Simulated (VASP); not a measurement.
A run of VASP 6.6.1:

INCAR

```
SYSTEM = Cd
  PREC = Accurate
  ENCUT = 520
  EDIFF = 1E-6
  ISMEAR = 0
  SIGMA = 0.1
  LREAL = .False.
  LASPH = .True.
  NELM = 80
  ALGO = Normal
  ISIF = 2
  LWAVE = .False.
  LCHARG = .False.
  GGA = PE
  NBANDS = 19
```

KPOINTS

```
regular mesh
0
Gamma
  6 6 4
  0 0 0
```

POSCAR

```
Cd
1.0
    3.1593616123     -0.0409435669      0.0642785133
   -1.6151389751      2.6130246026      0.0323867905
    0.1212184104      0.1405099860      5.4430833374
Cd
2
Direct
    0.3333333333      0.6666666667      0.2500000000
    0.6666666667      0.3333333333      0.7500000000
```

Potentials or basis: VASP PAW PBE potentials, release 64 (Cd).

Run with:

```bash
$ cat potpaw_PBE.64/Cd/POTCAR > POTCAR
$ mpirun -np 1 vasp_std > vasp.out
```

Hardware: 1 thread of Intel(R) Xeon(R) Platinum 8375C CPU @ 2.90GHz (Ice Lake), on a shared host.

Problem. How long does it take, and how much memory?

Solution. Run time: 24 s on 1 thread of Intel(R) Xeon(R) Platinum 8375C CPU @ 2.90GHz (Ice Lake) (shared host), peak memory 0.19 GiB. Counts: scf iterations 11, k points 76.
